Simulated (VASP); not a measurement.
Set up this calculation in VASP 6.6.1, as the native input.

* Task: relaxation of cell and atoms
* Functional: LDA
* Potentials or basis: VASP PAW LDA potentials, release 64 (Mg, S)
* Cutoff: 600 eV
* k mesh: 8 × 8 × 8
* Occupations: gaussian, width 0.02 eV
* Spin: no spin polarisation
* Dipole correction: no
* Further INCAR settings: ALGO = Normal; EDIFF = 1e-07; IBRION = 2; EDIFFG = -0.002; NSW = 100; ISIF = 3

The structure of MgS (l) lies in POSCAR:

```
MgS
1.0
    0.0000000000      2.8331200500      2.8331200500
    2.8331200500      0.0000000000      2.8331200500
    2.8331200500      2.8331200500      0.0000000000
Mg S
1 1
Direct
    0.0000000000      0.0000000000      0.0000000000
    0.2500000000      0.2500000000      0.2500000000
```

These files were run (other wordings do the same):

INCAR

```
SYSTEM = MgS
ALGO     = Normal         ! electronic algorithm
EDIFF    = 1E-7           ! SCF threshold, eV
EDIFFG   = -0.002         ! ionic threshold
ENCUT    = 600            ! plane-wave cutoff, eV
GGA      = CA             ! functional
GGA_COMPAT= .FALSE.      
IBRION   = 2              ! ionic algorithm
ISIF     = 3              ! what is computed and relaxed
ISMEAR   = 0              ! smearing method
LASPH    = .TRUE.         ! aspherical terms in the spheres
LCHARG   = .FALSE.        ! write CHGCAR
LREAL    = .FALSE.        ! projectors in reciprocal space
LWAVE    = .FALSE.        ! write WAVECAR
NELM     = 120            ! most SCF steps
NELMIN   = 4            
NSW      = 100            ! ionic steps
PREC     = Accurate       ! precision mode
SIGMA    = 0.02           ! smearing width, eV
```

KPOINTS

```
k-points
0
G
  8 8 8
  0 0 0
```

Potentials or basis: VASP PAW LDA potentials, release 64 (Mg, S).

Command:

```bash
$ cat potpaw_LDA.64/Mg/POTCAR potpaw_LDA.64/S/POTCAR > POTCAR
$ mpirun -np 1 vasp_std > vasp.out
```

Results of the run:

| Item | Value |
| --- | --- |
| Relaxed volume | 21.77 Å³/atom |
| Relaxed cell | a = 3.949 Å, b = 3.949 Å, c = 3.949 Å, α = 60.00°, β = 60.00°, γ = 60.00° |
| Space group after relaxing (to 0.05 Å) | F-43m (No. 216) |
| Energy gained by relaxing | 7.9 meV/atom |
| Ionic steps | 3 |
| Pressure after relaxing | 0.0 GPa |
| Band gap on the k mesh | 3.40 eV, direct |

It took 25 s on 1 thread of Intel Xeon 8259CL (shared host), peak memory 0.17 GiB.
